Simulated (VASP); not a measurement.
Sc, 1 atom in the cell. The structure is tetragonal, space group I4/mmm (No. 139). Conventional cell: a = 3.291 Å, b = 3.291 Å, c = 4.427 Å, α = 90.00°, β = 90.00°, γ = 90.00°. Sc (site symmetry 4/mmm) has 12 Sc at 3.21 to 3.29 Å within 4.2 Å.  This cell differs from its parent crystal: strain +0.025 along x and y, -0.025 along z.

* Program: VASP 6.6.1
* Task: single point
* Functional: PBEsol
* Potentials or basis: VASP PAW PBE potentials, release 64 (Sc_sv)
* Cutoff: 520 eV
* k mesh: 18 × 18 × 18
* Occupations: gaussian, width 0.15 eV
* Spin: no spin polarisation
* Dipole correction: no
* Further INCAR settings: ALGO = Normal; EDIFF = 1e-06; NBANDS = 12

Potentials or basis: VASP PAW PBE potentials, release 64 (Sc_sv).

Launch:

```bash
$ cat potpaw_PBE.64/Sc_sv/POTCAR > POTCAR
$ mpirun -np 1 vasp_std > vasp.out
```

Hardware: 1 thread of Intel Xeon 8259CL, on a shared host.

Problem. Estimate the wall time of this run.

Solution. It took 110 s on 1 thread of Intel Xeon 8259CL (shared host), peak memory 0.25 GiB. Counts: scf iterations 12, k points 480.
